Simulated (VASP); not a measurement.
# Rb3Cl (I4/mmm) in VASP: notebook, part 2 of 2

VASP 6.6.1.

## Step 3: Single point, PBE

This run uses another cell than the first one, of 61.24 Å³/atom.

The input, INCAR:

```
SYSTEM = Rb3Cl
ALGO     = Normal         ! electronic algorithm
EDIFF    = 1E-7           ! SCF threshold, eV
ENCUT    = 520            ! plane-wave cutoff, eV
GGA      = PE             ! functional
ISIF     = 2              ! what is computed and relaxed
ISMEAR   = 0              ! smearing method
LASPH    = .True.         ! aspherical terms in the spheres
LCHARG   = .False.        ! write CHGCAR
LREAL    = .False.        ! projectors in reciprocal space
LWAVE    = .False.        ! write WAVECAR
NBANDS   = 25             ! bands
NELM     = 100            ! most SCF steps
PREC     = Accurate       ! precision mode
SIGMA    = 0.1            ! smearing width, eV
```

The input, KPOINTS:

```
k-points
0
Gamma
  6 6 6
  0 0 0
```

The input, POSCAR:

```
Rb3Cl
1.0
   -2.9238288167      2.9238288167      7.1641128815
    2.9238288167     -2.9238288167      7.1641128815
    2.9238288167      2.9238288167     -7.1641128815
Rb Cl
3 1
Direct
    0.5000000000      0.5000000000      0.0000000000
    0.2500000000      0.7500000000      0.5000000000
    0.7500000000      0.2500000000      0.5000000000
    0.0000000000      0.0000000000      0.0000000000
```

Potentials or basis: VASP PAW PBE potentials, release 64 (Rb_sv, Cl).

Command:

```console
$ cat potpaw_PBE.64/Rb_sv/POTCAR potpaw_PBE.64/Cl/POTCAR > POTCAR
$ mpirun -np 1 vasp_std > vasp.out
```

OUTCAR:

```text
SYSTEM = Rb3Cl
   EDIFF = 1E-7
   ENCUT = 520
   GGA = PE
   ISIF = 2
   ISMEAR = 0
   LASPH = .True.
   LREAL = .False.
   NELM = 100
   PREC = Accurate

 ion  position               nearest neighbor table
   1  0.500  0.500  0.000-   4 4.13   4 4.13   4 4.13   4 4.13   3 4.62   2 4.62   3 4.62   3 4.62
                             2 4.62   2 4.62   3 4.62   2 4.62
   2  0.250  0.750  0.500-   3 4.13   3 4.13   3 4.13   3 4.13   1 4.62   1 4.62   1 4.62   1 4.62

   3  0.750  0.250  0.500-   2 4.13   2 4.13   2 4.13   2 4.13   1 4.62   1 4.62   1 4.62   1 4.62

   4  0.000  0.000  0.000-   1 4.13   1 4.13   1 4.13   1 4.13

  LATTYP: Found a body centered tetragonal cell.
 ALAT       =     5.8476576334
 C/A-ratio  =     2.4502504526

  Lattice vectors:

 A1 = (  -2.9238288167,   2.9238288167,   7.1641128815)
 A2 = (   2.9238288167,  -2.9238288167,   7.1641128815)
 A3 = (   2.9238288167,   2.9238288167,  -7.1641128815)

Analysis of symmetry for initial positions (statically):
=====================================================================
 Subroutine PRICEL returns:
 Original cell was already a primitive cell.

 Routine SETGRP: Setting up the symmetry group for a
 body centered tetragonal supercell.

 Subroutine GETGRP returns: Found 16 space group operations
 (whereof 16 operations were pure point group operations)
 out of a pool of 16 trial point group operations.

The static configuration has the point symmetry D_4h.

Analysis of symmetry for dynamics (positions and initial velocities):
=====================================================================
 Subroutine PRICEL returns:
 Original cell was already a primitive cell.

 Routine SETGRP: Setting up the symmetry group for a
 body centered tetragonal supercell.

[... 124 lines left out ...]
   EFERMI_NEDOS =   21; number of points for ismear=-14 and -15
   IALGO  =     38    algorithm
   IMIX   =      4    mixing-type and parameters
     AMIX     =   0.40;   BMIX     =  1.00
     AMIX_MAG =   1.60;   BMIX_MAG =  1.00
  volume/ion in A,a.u.               =      61.24       413.30
  Fermi-wavevector in a.u.,A,eV,Ry     =   0.847603  1.601737  9.774840  0.718430
  Thomas-Fermi vector in A             =   1.963135
   LORBIT       =      0    0 simple, 1 ext, 2 COOP (PROOUT), +10 PAW based schemes
   GGA     = PE    functional components
   LHFCALC =     F    Hartree Fock is set to
   AEXX    =    0.0000 exact exchange contribution
   IVDW    =     0    specifies the selected vdW correction
   LEPSILON=     F    determine dielectric tensor
   LRPA    =     F    only Hartree local field effects (RPA)
 non-spin polarized calculation
 Gauss-broadening in eV      SIGMA  =   0.10
  energy-cutoff  :      520.00
  volume of cell :      244.98
 maximum number of plane-waves:      6648
 NGX is ok and might be reduce to    64
   NGX = 31   NGY = 31   NGZ = 31

 number of electron      34.0000000 magnetization

 Free energy of the ion-electron system (eV)
  ---------------------------------------------------
  ext. energy  EPLUGINS =         0.00000000
  ---------------------------------------------------
  free energy    TOTEN  =        -7.07841582 eV

  energy without entropy =       -7.06187215  energy(sigma->0) =       -7.07014398

 E-fermi :   0.8599     XC(G=0):  -6.0883

 val. band max:        0.8472738001   @ k =   0.5000   0.5000   0.3333
 cond. band min:       0.8760067275   @ k =   0.5000   0.3333   0.0000
 fundamental gap:      0.0287329275
 Fermi energy:         0.8599181347

 k-point     1 :       0.0000    0.0000    0.0000
  band No.  band energies     occupation
      1     -28.3532      2.00000
      2     -28.3173      2.00000
      3     -28.2379      2.00000
      4     -14.1442      2.00000
      5     -12.5678      2.00000
      6     -12.5678      2.00000
[... 661 lines left out ...]
     24       3.4592      0.00000
     25       3.9735      0.00000

 [... further k-points ...]

------------------------ aborting loop because EDIFF is reached ----------------------------------------

  FORCE on cell =-STRESS in cart. coord.  units (eV):
  Direction    XX          YY          ZZ          XY          YZ          ZX
  --------------------------------------------------------------------------------------
  -------------------------------------------------------------------------------------
  Total       -0.0827848     -0.0827848      0.1408349      0.0000000      0.0000000      0.0000000
  in kB       -0.5414206     -0.5414206      0.9210742      0.0000000      0.0000000      0.0000000
  external PRESSURE =      -0.0539224 kB  Pullay stress =       0.0000000 kB

 VOLUME and BASIS-vectors are now :
 -----------------------------------------------------------------------------
  energy-cutoff  :      520.00
  volume of cell :      244.98
      direct lattice vectors                 reciprocal lattice vectors
    -2.923828817  2.923828817  7.164112882     0.000000000  0.171008644  0.069792312
     2.923828817 -2.923828817  7.164112882     0.171008644  0.000000000  0.069792312
     2.923828817  2.923828817 -7.164112882     0.171008644  0.171008644  0.000000000

 POSITION                                       TOTAL-FORCE (eV/Angst)
 -----------------------------------------------------------------------------------
      0.00000      0.00000      7.16411         0.000000      0.000000      0.000000
      2.92383      0.00000      3.58206        -0.000000      0.000000      0.000000
      0.00000      2.92383      3.58206         0.000000     -0.000000     -0.000000
      0.00000      0.00000      0.00000         0.000000      0.000000      0.000000
 -----------------------------------------------------------------------------------
    total drift:                               -0.000000     -0.000000     -0.000000

  FREE ENERGIE OF THE ION-ELECTRON SYSTEM (eV)
  ---------------------------------------------------
  free  energy   TOTEN  =        -7.0784158231 eV

  energy  without entropy=       -7.0618721457  energy(sigma->0) =       -7.07014398
```

OSZICAR:

```text
N       E                     dE             d eps       ncg     rms          rms(c)
DAV:   1     0.228330643511E+03    0.22833E+03   -0.13321E+04  1500   0.108E+03
DAV:   2     0.159093425174E+02   -0.21242E+03   -0.20642E+03  2114   0.225E+02
DAV:   3    -0.729201838180E+01   -0.23201E+02   -0.23081E+02  2213   0.704E+01
DAV:   4    -0.797417499526E+01   -0.68216E+00   -0.68127E+00  2053   0.121E+01
DAV:   5    -0.800091084784E+01   -0.26736E-01   -0.26733E-01  2277   0.214E+00    0.372E+00
DAV:   6    -0.722988512392E+01    0.77103E+00   -0.12266E+00  1819   0.272E+00    0.233E+00
DAV:   7    -0.709297165543E+01    0.13691E+00   -0.34215E-01  1788   0.142E+00    0.146E+00
DAV:   8    -0.707806766651E+01    0.14904E-01   -0.62976E-02  2004   0.788E-01    0.404E-01
DAV:   9    -0.707985828656E+01   -0.17906E-02   -0.51479E-02  1894   0.600E-01    0.275E-01
DAV:  10    -0.707802662273E+01    0.18317E-02   -0.73475E-03  1832   0.243E-01    0.918E-02
DAV:  11    -0.707842557504E+01   -0.39895E-03   -0.16313E-03  1780   0.146E-01    0.443E-02
DAV:  12    -0.707842727600E+01   -0.17010E-05   -0.59967E-04  1947   0.691E-02    0.309E-02
DAV:  13    -0.707841607437E+01    0.11202E-04   -0.96661E-05  1829   0.335E-02    0.698E-03
DAV:  14    -0.707841591784E+01    0.15653E-06   -0.59465E-06  1947   0.861E-03    0.411E-03
DAV:  15    -0.707841592563E+01   -0.77916E-08   -0.26228E-06  1845   0.477E-03    0.151E-03
DAV:  16    -0.707841577381E+01    0.15181E-06   -0.13405E-07  1615   0.133E-03    0.890E-04
DAV:  17    -0.707841582310E+01   -0.49289E-07   -0.11775E-07  1543   0.960E-04
   1 F= -.70784158E+01 E0= -.70701440E+01  d E =-.165437E-01
```

stdout:

```text
POSCAR found type information on POSCAR RbCl
 POSCAR found :  2 types and       4 ions
 scaLAPACK will be used
 LDA part: xc-table for (Slater+PW92), standard interpolation
 POSCAR, INCAR and KPOINTS ok, starting setup
 FFT: planning ... GRIDC
 FFT: planning ... GRID_SOFT
 FFT: planning ... GRID
 WAVECAR not read
 entering main loop
```

Run time: 13 min. Hardware: 1 thread of Intel Xeon 8259CL, shared host; peak memory 0.64 GiB.

Results:

| Item | Value |
| --- | --- |
| Free energy | -7.0784 eV |
| Pressure | 0.0 GPa |
| Band gap on the k mesh | zero (bands 17 and 18 overlap by 0.49 eV) |

Stress tensor (GPa, compression positive):
```
-0.05  0.00  0.00
 0.00 -0.05  0.00
 0.00  0.00  0.09
```

## Step 4: Relaxation of cell and atoms, PBE

The input, INCAR:

```
ALGO = Normal ; EDIFF = 1E-6
EDIFFG = -0.04 ; ENCUT = 600
GGA = PE ; IBRION = 2
ISIF = 3 ; ISMEAR = 0
LASPH = T ; LCHARG = F
LREAL = F ; LWAVE = F
NELM = 60 ; NSW = 90
PREC = Accurate ; SIGMA = 0.1
```

The input, KPOINTS:

```
k-points
0
Gamma
  6 6 6
```

The input, POSCAR:

```
Rb3Cl
1.0
   -2.5585612047      2.5585612047      5.7152276261
    2.5585612047     -2.5585612047      5.7152276261
    2.5585612047      2.5585612047     -5.7152276261
Rb Cl
3 1
Direct
    0.5000000000      0.5000000000      0.0000000000
    0.2500000000      0.7500000000      0.5000000000
    0.7500000000      0.2500000000      0.5000000000
    0.0000000000      0.0000000000      0.0000000000
```

Potentials or basis: VASP PAW PBE potentials, release 64 (Rb_sv, Cl).

Command:

```console
$ cat potpaw_PBE.64/Rb_sv/POTCAR potpaw_PBE.64/Cl/POTCAR > POTCAR
$ mpirun -np 1 vasp_std > vasp.out
```

OUTCAR:

```text
EDIFF = 1E-6
   EDIFFG = -0.04
   ENCUT = 600
   GGA = PE
   IBRION = 2
   ISIF = 3
   ISMEAR = 0
   LASPH = T
   LREAL = F
   NELM = 60
   NSW = 90
   PREC = Accurate

 ion  position               nearest neighbor table
   1  0.500  0.500  0.000-   4 3.62   4 3.62   4 3.62   4 3.62   3 3.84   2 3.84   3 3.84   3 3.84
                             2 3.84   2 3.84   3 3.84   2 3.84
   2  0.250  0.750  0.500-   3 3.62   3 3.62   3 3.62   3 3.62   4 3.84   1 3.84   4 3.84   1 3.84
                             4 3.84   4 3.84   1 3.84   1 3.84   3 5.72   3 5.72
   3  0.750  0.250  0.500-   2 3.62   2 3.62   2 3.62   2 3.62   4 3.84   1 3.84   4 3.84   4 3.84
                             1 3.84   1 3.84   4 3.84   1 3.84   2 5.72   2 5.72
   4  0.000  0.000  0.000-   1 3.62   1 3.62   1 3.62   1 3.62   3 3.84   2 3.84   3 3.84   2 3.84
                             3 3.84   3 3.84   2 3.84   2 3.84

  LATTYP: Found a body centered tetragonal cell.
 ALAT       =     5.1171224094
[... 500 lines left out ...]

 E-fermi :   0.8921     XC(G=0):  -6.1115

 val. band max:        0.8796834189   @ k =   0.5000   0.5000   0.3333
 cond. band min:       0.9023995377   @ k =  -0.1667   0.3333   0.1667
 fundamental gap:      0.0227161187
 Fermi energy:         0.8921373048

 k-point     1 :       0.0000    0.0000    0.0000
  band No.  band energies     occupation
      1     -28.3333      2.00000
      2     -28.2931      2.00000
      3     -28.1877      2.00000
      4     -14.1437      2.00000
      5     -12.5592      2.00000
      6     -12.5592      2.00000
[... 565 lines left out ...]
     20       2.9096      0.00000
     21       3.0552      0.00000

 [... further k-points ...]

------------------------ aborting loop because EDIFF is reached ----------------------------------------

  FORCE on cell =-STRESS in cart. coord.  units (eV):
  Direction    XX          YY          ZZ          XY          YZ          ZX
  --------------------------------------------------------------------------------------
  -------------------------------------------------------------------------------------
  Total        0.0248742      0.0248742      0.1313095      0.0000000      0.0000000      0.0000000
  in kB        0.1640391      0.1640391      0.8659523      0.0000000      0.0000000      0.0000000
  external PRESSURE =       0.3980102 kB  Pullay stress =       0.0000000 kB
[... 19 lines left out ...]
  FREE ENERGIE OF THE ION-ELECTRON SYSTEM (eV)
  ---------------------------------------------------
  free  energy   TOTEN  =        -7.0716016563 eV

  energy  without entropy=       -7.0551926647  energy(sigma->0) =       -7.06339716

 reached required accuracy - stopping structural energy minimisation
```

OSZICAR:

```text
N       E                     dE             d eps       ncg     rms          rms(c)
DAV:   1     0.234858182112E+03    0.23486E+03   -0.16227E+04  1260   0.154E+03
DAV:   2     0.950939196955E+01   -0.22535E+03   -0.22151E+03  1938   0.276E+02
DAV:   3    -0.581655780118E+01   -0.15326E+02   -0.15139E+02  1561   0.709E+01
[... 92 lines left out ...]
DAV:   3    -0.707105584431E+01    0.83872E-01   -0.16285E-01  1524   0.249E+00    0.251E-01
DAV:   4    -0.707145759596E+01   -0.40175E-03   -0.31283E-03  1559   0.344E-01    0.151E-01
DAV:   5    -0.707157019550E+01   -0.11260E-03   -0.32304E-04  1578   0.134E-01    0.190E-02
DAV:   6    -0.707158869336E+01   -0.18498E-04   -0.31686E-05  1738   0.306E-02    0.126E-02
DAV:   7    -0.707160107514E+01   -0.12382E-04   -0.23847E-05  1439   0.239E-02    0.386E-03
DAV:   8    -0.707160165633E+01   -0.58119E-06   -0.10304E-06   970   0.478E-03
   9 F= -.70716017E+01 E0= -.70633972E+01  d E =-.194868E-01
```

CONTCAR:

```text
Rb3Cl
   1.00000000000000
    -2.8959464700064252    2.8959464700064252    7.2422184800933458
     2.8959464700064252   -2.8959464700064252    7.2422184800933458
     2.8959464700064252    2.8959464700064252   -7.2422184800933458
  Rb              Cl
     3     1
Direct
     0.5000000000000000    0.5000000000000000    0.0000000000000000
     0.2500000000000000    0.7500000000000000    0.5000000000000000
     0.7500000000000000    0.2500000000000000    0.5000000000000000
     0.0000000000000000    0.0000000000000000    0.0000000000000000

  0.00000000E+00  0.00000000E+00  0.00000000E+00
  0.00000000E+00  0.00000000E+00  0.00000000E+00
  0.00000000E+00  0.00000000E+00  0.00000000E+00
  0.00000000E+00  0.00000000E+00  0.00000000E+00
```

Run time: 35 min. Hardware: 1 thread of Intel Xeon 8259CL, shared host; peak memory 0.48 GiB.

What came out:

| Quantity | Value |
| --- | --- |
| Free energy | -7.0716 eV |
| Relaxed volume | 60.74 Å³/atom |
| Relaxed cell | a = 8.320 Å, b = 8.320 Å, c = 8.320 Å, α = 139.26°, β = 139.26°, γ = 58.98° |
| Space group after relaxing (to 0.1 Å) | I4/mmm (No. 139) |
| Energy gained by relaxing | 257.7 meV/atom |
| Ionic steps | 9 |
| Pressure after relaxing | 0.0 GPa |
| Band gap on the k mesh | zero (bands 17 and 18 overlap by 0.51 eV) |

The path:
```csv
step,energy change (eV),largest force (eV/Å),pressure (GPa),volume (Å³)
1,0.0000,0.0000,5.10,149.65
2,-0.6231,0.0000,2.43,176.95
3,-0.9693,0.0000,0.57,217.11
4,-1.0081,0.0000,0.12,235.17
5,-1.0113,0.0000,0.00,242.07
6,-1.0112,0.0000,-0.04,244.23
7,-1.0142,0.0000,-0.03,244.16
8,-1.0220,0.0000,-0.02,243.87
9,-1.0307,0.0000,0.04,242.95
```

Final structure:
```xyz
4
Lattice="-2.8959 2.8959 7.2422 2.8959 -2.8959 7.2422 2.8959 2.8959 -7.2422" Properties=species:S:1:pos:R:3 pbc="T T T"
Rb    0.0000    0.0000    7.2422
Rb    2.8959    0.0000    3.6211
Rb    0.0000    2.8959    3.6211
Cl    0.0000    0.0000    0.0000
```

Caveat: the volume moved by over 15 % at a fixed basis, so the end points are rough.

## Step 5: Summary

| task | cell | cutoff (eV) | gap on the mesh (eV) | pressure (GPa) |
| --- | --- | --- | --- | --- |
| single point | a = 6.764 Å, angles 135.6, 135.6, 64.7°, 4 atoms | 520 | none | 5.1 |
| single point | a = 8.272 Å, angles 138.6, 138.6, 60.0°, 4 atoms | 520 | none | 0.0 |
| relaxation of cell and atoms | relaxed from a = 6.764 Å, angles 135.6, 135.6, 64.7°, 4 atoms | 600 | none | 0.0 |

Alike in all rows: level PBE; potentials or basis VASP PAW PBE potentials, release 64 (Rb_sv, Cl); no spin polarisation; k mesh 6 × 6 × 6; smearing gaussian 0.1 eV.

Caveats: the cell stands under pressure (at least some runs); the volume moved by over 15 % at a fixed basis, so the end points are rough (at least some runs).

Total energies depend on the potentials used, so only differences within one code and one set of settings carry meaning.

The gap in the log of VASP goes by the Fermi energy; the results here count the filled bands.